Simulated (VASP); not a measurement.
# Ti (P6/mmm) in VASP: a series of runs

The runs below take Ti through single point, with LDA.

Program: VASP 6.6.1. These are calculated values, not measurements. Logs are shortened: lines on timing, memory, paths and dates and some standing lists are left out, and cuts for length are marked.

## 1. The cell of the first run

It takes space group P6/mmm (No. 191, hexagonal). The conventional cell has a = 4.630 Å, b = 4.630 Å, c = 2.839 Å, α = 90.00°, β = 90.00°, γ = 120.00°. Ti (site symmetry 6/mmm) has 14 Ti at 2.84 to 3.03 Å within 3.7 Å. Ti (site symmetry -6m2) has 11 Ti at 2.67 to 3.03 Å within 3.5 Å.

This isn't the form of Ti at room conditions, which is hcp.

## 2. Single point, LDA

INCAR

```
ALGO = Normal ; EDIFF = 1E-7
ENCUT = 520 ; ISIF = 2
ISMEAR = -1 ; LASPH = T
LCHARG = T ; LELF = T
LREAL = F ; LVHAR = T
LWAVE = F ; NBANDS = 25
NELM = 80 ; PREC = Accurate
SIGMA = 0.15
```

KPOINTS

```
k-points
0
Gamma
  7 7 10
```

POSCAR

```
Ti
1.0
    4.6304644640      0.0000000000      0.0000000000
   -2.3152322320      4.0101000007      0.0000000000
    0.0000000000      0.0000000000      2.8386760410
Ti
3
Direct
    0.0000000000      0.0000000000      0.0000000000
    0.3333333333      0.6666666667      0.5000000000
    0.6666666667      0.3333333333      0.5000000000
```

Potentials or basis: VASP PAW LDA potentials, release 64 (Ti_sv).

Started as:

```console
> cat potpaw_LDA.64/Ti_sv/POTCAR > POTCAR
> mpirun -np 1 vasp_std > vasp.out
```

OUTCAR:

```text
EDIFF = 1E-7
   ENCUT = 520
   ISIF = 2
   ISMEAR = -1
   LASPH = T
   LREAL = F
   NELM = 80
   PREC = Accurate

 ion  position               nearest neighbor table
   1  0.000  0.000  0.000-
   2  0.333  0.667  0.500-   3 2.67   3 2.67   3 2.67
   3  0.667  0.333  0.500-   2 2.67   2 2.67   2 2.67

  LATTYP: Found a hexagonal cell.
 ALAT       =     4.6304644640
 C/A-ratio  =     0.6130434783

  Lattice vectors:

 A1 = (   4.6304644640,   0.0000000000,   0.0000000000)
 A2 = (  -2.3152322320,   4.0101000007,   0.0000000000)
 A3 = (   0.0000000000,   0.0000000000,   2.8386760410)

Analysis of symmetry for initial positions (statically):
=====================================================================
 Subroutine PRICEL returns:
 Original cell was already a primitive cell.

 Routine SETGRP: Setting up the symmetry group for a
 hexagonal supercell.

 Subroutine GETGRP returns: Found 24 space group operations
 (whereof 24 operations were pure point group operations)
 out of a pool of 24 trial point group operations.

The static configuration has the point symmetry D_6h.

Analysis of symmetry for dynamics (positions and initial velocities):
=====================================================================
 Subroutine PRICEL returns:
 Original cell was already a primitive cell.

 Routine SETGRP: Setting up the symmetry group for a
 hexagonal supercell.

 Subroutine GETGRP returns: Found 24 space group operations
 (whereof 24 operations were pure point group operations)
 out of a pool of 24 trial point group operations.

The dynamic configuration has the point symmetry D_6h.

 Subroutine INISYM returns: Found 24 space group operations
 (whereof 24 operations are pure point group operations),
 and found     1 'primitive' translations

----------------------------------------------------------------------------------------

                                     Primitive cell

  volume of cell :      52.7103

  direct lattice vectors                    reciprocal lattice vectors
     4.630464464  0.000000000  0.000000000     0.215961057  0.124685170  0.000000000
    -2.315232232  4.010100001  0.000000000     0.000000000  0.249370340  0.000000000
     0.000000000  0.000000000  2.838676041     0.000000000  0.000000000  0.352276901

  length of vectors
[... 73 lines left out ...]
   NGXF,Y,Z  is equivalent  to a cutoff of  25.85, 25.85, 28.11 a.u.
 SYSTEM =  unknown system
   PREC   = accura    normal or accurate (medium, high low for compatibility)
   ISTART =      0    job   : 0-new  1-cont  2-samecut
   ICHARG =      2    charge: 1-file 2-atom 10-const
   ISPIN  =      1    spin polarized calculation?
   LNONCOLLINEAR =      F non collinear calculations
   LSORBIT =      F    spin-orbit coupling
   LASPH  =      T    aspherical Exc in radial PAW
   ENCUT  =  520.0 eV  38.22 Ry    6.18 a.u.   8.61  8.61  5.28*2*pi/ulx,y,z
   NELM   =     80;   NELMIN=  2; NELMDL= -5     # of ELM steps
   EDIFF  = 0.1E-06   stopping-criterion for ELM
   LREAL  =      F    real-space projection
   EDIFFG = 0.1E-05   stopping-criterion for IOM
   NSW    =      0    number of steps for IOM
   IBRION =     -1    ionic relax: 0-MD 1-quasi-New 2-CG
   NFREE  =      0    steps in history (QN), initial steepest desc. (CG)
   ISIF   =      2    stress and relaxation
   ISYM   =      2    0-nonsym 1-usesym 2-fastsym
   POTIM  = 0.5000    time-step for ionic-motion
   TEBEG  =    0.0;   TEEND  =   0.0 temperature during run
   PSTRESS=    0.0 pullay stress
   NELECT =      36.0000    total number of electrons
   NUPDOWN=      -1.0000    fix difference up-down
   EMIN   =  10.00;   EMAX   =-10.00  energy-range for DOS
   EFERMI =   0.00;   METHOD = LEGACY
   ISMEAR =    -1;   SIGMA  =   0.15  broadening in eV -4-tet -1-fermi 0-gaus
   EFERMI_NEDOS =   21; number of points for ismear=-14 and -15
   IALGO  =     38    algorithm
   IMIX   =      4    mixing-type and parameters
     AMIX     =   0.40;   BMIX     =  1.00
     AMIX_MAG =   1.60;   BMIX_MAG =  1.00
  volume/ion in A,a.u.               =      17.57       118.57
  Fermi-wavevector in a.u.,A,eV,Ry     =   1.441707  2.724432 28.279985  2.078520
  Thomas-Fermi vector in A             =   2.560309
   LORBIT       =      0    0 simple, 1 ext, 2 COOP (PROOUT), +10 PAW based schemes
   GGA     = CA    functional components
   LHFCALC =     F    Hartree Fock is set to
   AEXX    =    0.0000 exact exchange contribution
   IVDW    =     0    specifies the selected vdW correction
   LEPSILON=     F    determine dielectric tensor
   LRPA    =     F    only Hartree local field effects (RPA)
 non-spin polarized calculation
  energy-cutoff  :      520.00
  volume of cell :       52.71
 maximum number of plane-waves:      1450
 NGX is ok and might be reduce to    36
   NGX = 17   NGY = 17   NGZ = 11

 number of electron      35.9999985 magnetization

 Free energy of the ion-electron system (eV)
  ---------------------------------------------------
  ext. energy  EPLUGINS =         0.00000000
  ---------------------------------------------------
  free energy    TOTEN  =       -25.65368701 eV

  energy without entropy =      -25.36712264  energy(sigma->0) =      -25.51040483

 E-fermi :   7.8209     XC(G=0): -11.7266

 val. band max:        7.7966059118   @ k =   0.2857   0.1429   0.1000
 cond. band min:       7.8498191016   @ k =   0.2857   0.1429   0.0000
 fundamental gap:      0.0532131898
 Fermi energy:         7.8209043223

 k-point     1 :       0.0000    0.0000    0.0000
  band No.  band energies     occupation
      1     -48.3187      2.00000
      2     -48.1072      2.00000
      3     -47.9580      2.00000
      4     -25.0105      2.00000
      5     -25.0105      2.00000
      6     -24.9380      2.00000
[... 661 lines left out ...]
     24      10.2659      0.00000
     25      10.3429      0.00000

 [... further k-points ...]
[... 5 lines left out ...]
  --------------------------------------------------------------------------------------
  -------------------------------------------------------------------------------------
  Total       -3.5838798     -3.5838801     -3.2111186      0.0000000      0.0000000      0.0000000
  in kB     -108.9352486   -108.9352564    -97.6048360      0.0000000      0.0000000      0.0000000
  external PRESSURE =    -105.1584470 kB  Pullay stress =       0.0000000 kB

 VOLUME and BASIS-vectors are now :
 -----------------------------------------------------------------------------
  energy-cutoff  :      520.00
  volume of cell :       52.71
      direct lattice vectors                 reciprocal lattice vectors
     4.630464464  0.000000000  0.000000000     0.215961057  0.124685170  0.000000000
    -2.315232232  4.010100001  0.000000000     0.000000000  0.249370340  0.000000000
     0.000000000  0.000000000  2.838676041     0.000000000  0.000000000  0.352276901

 POSITION                                       TOTAL-FORCE (eV/Angst)
 -----------------------------------------------------------------------------------
      0.00000      0.00000      0.00000         0.000000      0.000000      0.000000
     -0.00000      2.67340      1.41934        -0.000000      0.000000     -0.000000
      2.31523      1.33670      1.41934         0.000000     -0.000000      0.000000
 -----------------------------------------------------------------------------------
    total drift:                                0.000000      0.000000     -0.000000

  FREE ENERGIE OF THE ION-ELECTRON SYSTEM (eV)
  ---------------------------------------------------
  free  energy   TOTEN  =       -25.6536870117 eV

  energy  without entropy=      -25.3671226432  energy(sigma->0) =      -25.51040483
```

stdout:

```text
POSCAR found type information on POSCAR Ti
 POSCAR found :  1 types and       3 ions
 scaLAPACK will be used
 LDA part: xc-table for (Slater(with rela. corr.)+CA(PZ))
 , standard interpolation
 POSCAR, INCAR and KPOINTS ok, starting setup
 FFT: planning ... GRIDC
 FFT: planning ... GRID_SOFT
 FFT: planning ... GRID
 WAVECAR not read
 entering main loop
```

It took 2.2 min on 1 thread of AMD EPYC 7R43 (Zen 3), shared host; peak memory 0.14 GiB.

What came out:

```yaml
Free_energy: -25.6537 eV
Pressure: -10.5 GPa
Band_gap_on_the_k_mesh: zero (bands 18 and 19 overlap by 0.24 eV)
```

Levels at points of the mesh, in eV from the Fermi level:
| k point | band 15 | band 16 | band 17 | band 18 | band 19 | band 20 | band 21 | band 22 |
| --- | --- | --- | --- | --- | --- | --- | --- | --- |
| (0.00, 0.00, 0.00) | -0.64 | -0.64 | -0.54 | -0.54 | -0.07 | 0.63 | 1.27 | 1.27 |
| (0.00, 0.00, 0.50) | -1.96 | -1.57 | -1.50 | -1.50 | 1.02 | 1.02 | 1.22 | 1.22 |

Caveat: the cell stands under tension.

## 3. Single point, LDA

This run uses another cell than the first one, of 17.91 Å³/atom.

INCAR

```
ALGO     = Normal         # electronic algorithm
EDIFF    = 1E-6           # SCF threshold, eV
ENCUT    = 520            # plane-wave cutoff, eV
ISIF     = 2              # what is computed and relaxed
ISMEAR   = -1             # smearing method
LASPH    = T              # aspherical terms in the spheres
LCHARG   = F              # write CHGCAR
LREAL    = F              # projectors in reciprocal space
LWAVE    = F              # write WAVECAR
NBANDS   = 25             # bands
NELM     = 100            # most SCF steps
PREC     = Accurate       # precision mode
SIGMA    = 0.15           # smearing width, eV
```

KPOINTS is that of step 2.

POSCAR

```
Ti
1.0
    4.6605332576      0.0000000000      0.0000000000
   -2.3302666288      4.0361403407      0.0000000000
    0.0000000000      0.0000000000      2.8571095188
Ti
3
Direct
    0.0000000000      0.0000000000      0.0000000000
    0.3333333333      0.6666666667      0.5000000000
    0.6666666667      0.3333333333      0.5000000000
```

Potentials or basis: VASP PAW LDA potentials, release 64 (Ti_sv).

Started as:

```console
> cat potpaw_LDA.64/Ti_sv/POTCAR > POTCAR
> mpirun -np 1 vasp_std > vasp.out
```

OUTCAR:

```text
EDIFF = 1E-6
   ENCUT = 520
   ISIF = 2
   ISMEAR = -1
   LASPH = T
   LREAL = F
   NELM = 100
   PREC = Accurate

 ion  position               nearest neighbor table
   1  0.000  0.000  0.000-
   2  0.333  0.667  0.500-   3 2.69   3 2.69   3 2.69
   3  0.667  0.333  0.500-   2 2.69   2 2.69   2 2.69

  LATTYP: Found a hexagonal cell.
 ALAT       =     4.6605332576
 C/A-ratio  =     0.6130434783

  Lattice vectors:

 A1 = (   4.6605332576,   0.0000000000,   0.0000000000)
 A2 = (  -2.3302666288,   4.0361403407,   0.0000000000)
 A3 = (   0.0000000000,   0.0000000000,   2.8571095188)

Analysis of symmetry for initial positions (statically):
=====================================================================
 Subroutine PRICEL returns:
 Original cell was already a primitive cell.

 Routine SETGRP: Setting up the symmetry group for a
 hexagonal supercell.

 Subroutine GETGRP returns: Found 24 space group operations
 (whereof 24 operations were pure point group operations)
 out of a pool of 24 trial point group operations.

The static configuration has the point symmetry D_6h.

Analysis of symmetry for dynamics (positions and initial velocities):
=====================================================================
 Subroutine PRICEL returns:
 Original cell was already a primitive cell.

 Routine SETGRP: Setting up the symmetry group for a
 hexagonal supercell.

 Subroutine GETGRP returns: Found 24 space group operations
 (whereof 24 operations were pure point group operations)
 out of a pool of 24 trial point group operations.

The dynamic configuration has the point symmetry D_6h.

 Subroutine INISYM returns: Found 24 space group operations
 (whereof 24 operations are pure point group operations),
 and found     1 'primitive' translations

----------------------------------------------------------------------------------------

                                     Primitive cell
[... 110 lines left out ...]
   IALGO  =     38    algorithm
   IMIX   =      4    mixing-type and parameters
     AMIX     =   0.40;   BMIX     =  1.00
     AMIX_MAG =   1.60;   BMIX_MAG =  1.00
  volume/ion in A,a.u.               =      17.91       120.89
  Fermi-wavevector in a.u.,A,eV,Ry     =   1.432406  2.706855 27.916249  2.051786
  Thomas-Fermi vector in A             =   2.552037
   LORBIT       =      0    0 simple, 1 ext, 2 COOP (PROOUT), +10 PAW based schemes
   GGA     = CA    functional components
   LHFCALC =     F    Hartree Fock is set to
   AEXX    =    0.0000 exact exchange contribution
   IVDW    =     0    specifies the selected vdW correction
   LEPSILON=     F    determine dielectric tensor
   LRPA    =     F    only Hartree local field effects (RPA)
 non-spin polarized calculation
  energy-cutoff  :      520.00
  volume of cell :       53.74
 maximum number of plane-waves:      1463
 NGX is ok and might be reduce to    36
   NGX = 17   NGY = 17   NGZ = 11

 number of electron      35.9999999 magnetization

 Free energy of the ion-electron system (eV)
  ---------------------------------------------------
  ext. energy  EPLUGINS =         0.00000000
  ---------------------------------------------------
  free energy    TOTEN  =       -25.58097322 eV

  energy without entropy =      -25.28629829  energy(sigma->0) =      -25.43363576

 E-fermi :   7.6215     XC(G=0): -11.6339

 val. band max:        7.6018700758   @ k =   0.2857   0.2857   0.3000
 cond. band min:       7.6433315708   @ k =   0.2857   0.1429   0.0000
 fundamental gap:      0.0414614951
 Fermi energy:         7.6215196322

 k-point     1 :       0.0000    0.0000    0.0000
  band No.  band energies     occupation
      1     -48.5542      2.00000
      2     -48.3421      2.00000
      3     -48.2018      2.00000
      4     -25.2401      2.00000
      5     -25.2401      2.00000
      6     -25.1569      2.00000
[... 661 lines left out ...]
     24      10.0062      0.00000
     25      10.0853      0.00000

 [... further k-points ...]

------------------------ aborting loop because EDIFF is reached ----------------------------------------

  FORCE on cell =-STRESS in cart. coord.  units (eV):
  Direction    XX          YY          ZZ          XY          YZ          ZX
  --------------------------------------------------------------------------------------
  -------------------------------------------------------------------------------------
  Total       -4.1614900     -4.1614903     -3.8263288     -0.0000000     -0.0000000      0.0000000
  in kB     -124.0596857   -124.0596946   -114.0680742     -0.0000000     -0.0000000      0.0000000
  external PRESSURE =    -120.7291515 kB  Pullay stress =       0.0000000 kB

 VOLUME and BASIS-vectors are now :
 -----------------------------------------------------------------------------
  energy-cutoff  :      520.00
  volume of cell :       53.74
      direct lattice vectors                 reciprocal lattice vectors
     4.660533258  0.000000000  0.000000000     0.214567721  0.123880727  0.000000000
    -2.330266629  4.036140341  0.000000000     0.000000000  0.247761454  0.000000000
     0.000000000  0.000000000  2.857109519     0.000000000  0.000000000  0.350004084

 POSITION                                       TOTAL-FORCE (eV/Angst)
 -----------------------------------------------------------------------------------
      0.00000      0.00000      0.00000        -0.000000      0.000000      0.000000
     -0.00000      2.69076      1.42855        -0.000000      0.000000     -0.000000
      2.33027      1.34538      1.42855         0.000000      0.000000      0.000000
 -----------------------------------------------------------------------------------
    total drift:                                0.000000      0.000000     -0.000000

  FREE ENERGIE OF THE ION-ELECTRON SYSTEM (eV)
  ---------------------------------------------------
  free  energy   TOTEN  =       -25.5809732217 eV

  energy  without entropy=      -25.2862982944  energy(sigma->0) =      -25.43363576
```

stdout:

```text
POSCAR found type information on POSCAR Ti
 POSCAR found :  1 types and       3 ions
 scaLAPACK will be used
 LDA part: xc-table for (Slater(with rela. corr.)+CA(PZ))
 , standard interpolation
 POSCAR, INCAR and KPOINTS ok, starting setup
 FFT: planning ... GRIDC
 FFT: planning ... GRID_SOFT
 FFT: planning ... GRID
 WAVECAR not read
 entering main loop
```

Run time: 2.1 min. Hardware: 1 thread of AMD EPYC 7R43 (Zen 3), shared host; peak memory 0.14 GiB.

Results:

```yaml
Free_energy: -25.5810 eV
Pressure: -12.1 GPa
Band_gap_on_the_k_mesh: zero (bands 18 and 19 overlap by 0.24 eV)
```

Caveat: the cell stands under tension.

## 4. Single point, LDA

This run uses another cell than the first one, of 18.26 Å³/atom.

INCAR

```
SYSTEM = Ti
PREC = Accurate
ENCUT = 520
EDIFF = 1E-6
ISMEAR = -1
SIGMA = 0.15
LREAL = .FALSE.
LASPH = .TRUE.
NELM = 60
ALGO = Normal
ISIF = 2
LWAVE = .FALSE.
LCHARG = .FALSE.
NBANDS = 25
```

KPOINTS

```
regular mesh
0
G
  7 7 10
  0 0 0
```

POSCAR

```
Ti
1.0
    4.6902189831      0.0000000000      0.0000000000
   -2.3451094916      4.0618489341      0.0000000000
    0.0000000000      0.0000000000      2.8753081592
Ti
3
Direct
    0.0000000000      0.0000000000      0.0000000000
    0.3333333333      0.6666666667      0.5000000000
    0.6666666667      0.3333333333      0.5000000000
```

Started as:

```console
> cat potpaw_LDA.64/Ti_sv/POTCAR > POTCAR
> mpirun -np 1 vasp_std > vasp.out
```

Run time: 2 min. Hardware: 1 thread of AMD EPYC 7R43 (Zen 3), shared host; peak memory 0.15 GiB.

The run converged. Its results:

* Free energy: -25.4986 eV
* Pressure: -13.5 GPa
* Band gap on the k mesh: zero (bands 18 and 19 overlap by 0.24 eV)

Stress tensor (GPa, compression positive):
```
-13.81   0.00   0.00
  0.00 -13.81   0.00
  0.00   0.00 -12.94
```

Levels at points of the mesh, in eV from the Fermi level:
```csv
k point,band 14,band 15,band 16,band 17,band 18,band 19,band 20,band 21,band 22,band 23
"(0.00, 0.00, 0.00)",-1.74,-0.64,-0.64,-0.53,-0.53,-0.08,0.60,1.22,1.22,1.77
"(0.00, 0.00, 0.50)",-1.84,-1.84,-1.58,-1.42,-1.42,0.99,0.99,1.16,1.16,2.74
```

Caveat: the cell stands under tension.

## 5. The runs side by side

```tsv
cell	gap on the mesh (eV)	pressure (GPa)
a = 4.630, b = 4.630, c = 2.839 Å, angles 90.0, 90.0, 120.0°, 3 atoms	none	-10.5
a = 4.661, b = 4.661, c = 2.857 Å, angles 90.0, 90.0, 120.0°, 3 atoms	none	-12.1
a = 4.690, b = 4.690, c = 2.875 Å, angles 90.0, 90.0, 120.0°, 3 atoms	none	-13.5
```

Alike in all rows: task single point; level LDA; potentials or basis VASP PAW LDA potentials, release 64 (Ti_sv); no spin polarisation; k mesh 7 × 7 × 10; cutoff (eV) 520; smearing fermi-dirac 0.15 eV.

Caveats: the cell stands under tension.

Total energies depend on the potentials used, so only differences within one code and one set of settings carry meaning.
